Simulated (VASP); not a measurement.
Set up this calculation in VASP 6.6.1, as the native input.

- Task: density of states
- Functional: LDA
- Potentials or basis: VASP PAW LDA potentials, release 64 (Ta_pv)
- Cutoff: 520 eV
- k mesh: 11 × 11 × 6
- Occupations: fermi-dirac, width 0.05 eV
- Spin: collinear spin, ferromagnetic start
- Starting moments: [0.6, 0.6] μB
- Dipole correction: no
- k mesh for the DOS: 17 × 17 × 9
- Occupations for the DOS: tetrahedron
- Further INCAR settings: ALGO = Normal; EDIFF = 1e-07

The system is Ta.

```
Ta
1.0
     2.90037    0.00000    0.00000
    -1.45019    2.51180    0.00000
     0.00000    0.00000    5.16627
Ta
2
Direct
  0.66667 0.33333 0.75000
  0.33333 0.66667 0.25000
```

One way to write it, as run:

POSCAR

```
Ta
1.0
    2.9003720726      0.0000000000      0.0000000000
   -1.4501860363      2.5117958953      0.0000000000
    0.0000000000      0.0000000000      5.1662740000
Ta
2
Direct
    0.6666666667      0.3333333333      0.7500000000
    0.3333333333      0.6666666667      0.2500000000
```

INCAR.step1

```
SYSTEM = Ta
PREC = Accurate
ENCUT = 520
EDIFF = 1E-7
ISMEAR = -1
SIGMA = 0.05
LREAL = .False.
LASPH = .True.
NELM = 150
ALGO = Normal
ISIF = 2
LWAVE = .False.
LCHARG = .True.
ISPIN = 2
MAGMOM = 0.6 0.6
LMAXMIX = 4
NBANDS = 22
```

KPOINTS.step1

```
regular mesh
0
Gamma
  11 11 6
  0 0 0
```

INCAR.step2

```
SYSTEM = Ta
PREC = Accurate
ENCUT = 520
EDIFF = 1E-7
ISMEAR = -5
SIGMA = 0.05
LREAL = .False.
LASPH = .True.
NELM = 150
ALGO = Normal
ISIF = 2
LWAVE = .False.
LCHARG = .False.
ISPIN = 2
MAGMOM = 0.6 0.6
LORBIT = 11
LMAXMIX = 4
NEDOS = 1001
ICHARG = 11
```

KPOINTS.step2

```
regular mesh
0
Gamma
  17 17 9
  0 0 0
```

Potentials or basis: VASP PAW LDA potentials, release 64 (Ta_pv).

Command:

```sh
$ cat potpaw_LDA.64/Ta_pv/POTCAR > POTCAR
$ cp INCAR.step1 INCAR
$ cp KPOINTS.step1 KPOINTS
$ mpirun -np 1 vasp_std > vasp.out
$ cp INCAR.step2 INCAR
$ cp KPOINTS.step2 KPOINTS
$ mpirun -np 1 vasp_std > vasp.out
```

It gave:

```
Net moment                                            : 0.00 μB per cell
Valence electrons inside the program's atomic spheres : Ta 8.89
```

Caveat: spin-orbit coupling is left out, which moves the levels of the heavy elements.

Run time: 3.9 min on 1 thread of Intel Xeon 6975P-C (shared host), peak memory 0.26 GiB.
